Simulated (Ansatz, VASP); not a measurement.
**HfO3: VASP beside Ansatz**

```
Hf O
1.0
    -1.60953    1.60953    3.53600
     1.60953   -1.60953    3.53600
     1.60953    1.60953   -3.53600
Hf O
1 3
Direct
  0.00000 0.00000 0.00000
  0.75000 0.25000 0.50000
  0.25000 0.75000 0.50000
  0.50000 0.50000 0.00000
```

Change from the starting cell: species swapped into the ZnAg3 type (I4/mmm, No. 139).

Alike in both runs: functional PBE; k mesh 8 × 8 × 8; occupations gaussian, width 0.1 eV; no spin polarisation.

Ansatz relaxed the structure, and its values are those at the end. VASP's run is a single point on that final structure, the one shown.

|  | VASP | Ansatz |
| --- | --- | --- |
| version | VASP 6.6.1 | Ansatz 0.2.0 |
| potentials or method | VASP PAW PBE potentials, release 64 (Hf_pv, O), cutoff 520 eV | scalar-relativistic, plane waves, PAW |
| valence electrons in the cell | 28 | 44 |

|  | VASP | Ansatz | Ansatz less VASP |
| --- | --- | --- | --- |
| gap on the k mesh at the Fermi level (eV) | none | none | - |
| pressure (GPa) | -3.2 | 0.0 | +3.25 |

A gap of «none» marks a metal or a gap that the smearing closes. The functional is the same, so the differences come from potentials, cutoffs and numerics. VASP's potentials hold 28 valence electrons a cell and Ansatz's 44, so a difference there can come from the potentials and not from the codes.

Spin-orbit coupling is off throughout.
